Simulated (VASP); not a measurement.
Write the native input for VASP 6.6.1 that does the following.

```
Task                   : single point
Functional             : PBE
Potentials or basis    : VASP PAW PBE potentials, release 64 (K_sv, F)
Cutoff                 : 600 eV
k mesh                 : 8 × 8 × 8
Occupations            : gaussian, width 0.01 eV
Spin                   : no spin polarisation
Dipole correction      : no
Further INCAR settings : ALGO = Normal; EDIFF = 1e-06; NBANDS = 15
```

The structure of KF lies in POSCAR:

```
KF
1.0
    0.0000000000      2.7103322708      2.7103322708
    2.7103322708      0.0000000000      2.7103322708
    2.7103322708      2.7103322708      0.0000000000
K F
1 1
Direct
    0.0000000000      0.0000000000      0.0000000000
    0.5000000000      0.5000000000      0.5000000000
```

These files were run (other wordings do the same):

INCAR

```
SYSTEM = KF
PREC = Accurate
ENCUT = 600
EDIFF = 1E-6
ISMEAR = 0
SIGMA = 0.01
LREAL = .FALSE.
LASPH = .TRUE.
NELM = 120
ALGO = Normal
ISIF = 2
LWAVE = .FALSE.
LCHARG = .FALSE.
GGA = PE
NBANDS = 15
GGA_COMPAT = .FALSE.
```

KPOINTS

```
Automatic mesh
0
G
  8 8 8
  0 0 0
```

Potentials or basis: VASP PAW PBE potentials, release 64 (K_sv, F).

Run with:

```sh
$ cat potpaw_PBE.64/K_sv/POTCAR potpaw_PBE.64/F/POTCAR > POTCAR
$ mpirun -np 1 vasp_std > vasp.out
```

It gave:

```json
{
  "Pressure": "0.0 GPa",
  "Band gap on the k mesh": "5.95 eV"
}
```

Wall time 7.8 s on 1 thread of Intel(R) Xeon(R) 6975P-C (Granite Rapids), on a shared host, peak memory 0.17 GiB.
